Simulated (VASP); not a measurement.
Input of a VASP 6.6.1 run:

The input INCAR:

```
ALGO = Normal
EDIFF = 1E-6
ENCUT = 520
GGA = PE
ISIF = 2
ISMEAR = 0
IVDW = 12
LASPH = True
LCHARG = False
LREAL = Auto
LWAVE = False
NBANDS = 59
NELECT = 88.0
NELM = 80
PREC = Accurate
SIGMA = 0.05
```

File KPOINTS:

```
k-points
0
Gamma
  4 4 2
```

File POSCAR:

```
Si6O11
1.0
   -2.4573906087      4.2563253884      0.0000000000
    0.0000000000      0.0000000000      5.4210324304
    7.3721718262      4.2563253883      0.0000000000
Si O
6 11
Direct
    0.7669799462      0.6666666667      0.2330200538
    0.2669799462      0.6666666667      0.7330200538
    0.9660401075      0.3333333333      0.5000000000
    0.4660401075      0.3333333333      0.0000000000
    0.2669799462      0.0000000000      0.2669799462
    0.7669799462      0.0000000000      0.7669799462
    0.2730030153      0.2203350802      0.1370425925
    0.7730030153      0.2203350802      0.6370425925
    0.0690623811      0.8870017469      0.7949771961
    0.6579346037      0.5536684135      0.0679802114
    0.1579346037      0.5536684135      0.5679802114
    0.0690623811      0.7796649198      0.2050228039
    0.5690623811      0.7796649198      0.7050228039
    0.4767284857     -0.0949104167      0.3653744338
    0.6579346037      0.1129982531      0.9320197886
    0.7730030153      0.4463315865      0.3629574075
    0.2730030153      0.4463315865      0.8629574075
```

Potentials or basis: VASP PAW PBE potentials, release 64 (Si, O).

The run is started by

```bash
$ cat potpaw_PBE.64/Si/POTCAR potpaw_PBE.64/O/POTCAR > POTCAR
$ mpirun -np 1 vasp_std > vasp.out
```

What does it give for the largest force?

10.812 eV/Å.

Estimate the dispersion energy per atom.

-0.142 eV.

Forces in eV/Å, atoms in the order of the input:
```
Si  -0.217 -0.704 -0.652
Si   1.040  1.527  0.265
Si   3.004 -0.358  3.002
Si  -1.494 -0.951  0.161
Si  -3.848 -9.263  2.961
Si   1.055  0.383 -1.382
O    2.170  0.406 -1.011
O   -1.901 -0.029  0.148
O   -0.403 -0.182  0.021
O    1.181  1.031  1.468
O   -1.341 -1.213 -1.409
O    1.299 -1.072  0.924
O   -0.205 -0.045  0.039
O   -0.733 10.019 -3.996
O    0.365  0.113  0.310
O   -0.061  0.255 -0.703
O    0.089  0.083 -0.144
```

Caveat: the k points lie up to 0.37 Å⁻¹ apart; the cell carries a net charge on a neutralising background, which shifts energy and pressure; the cell differs from its parent crystal (atom 14 moved 0.750 of the way to it and +0.375 Å across, host rigid).
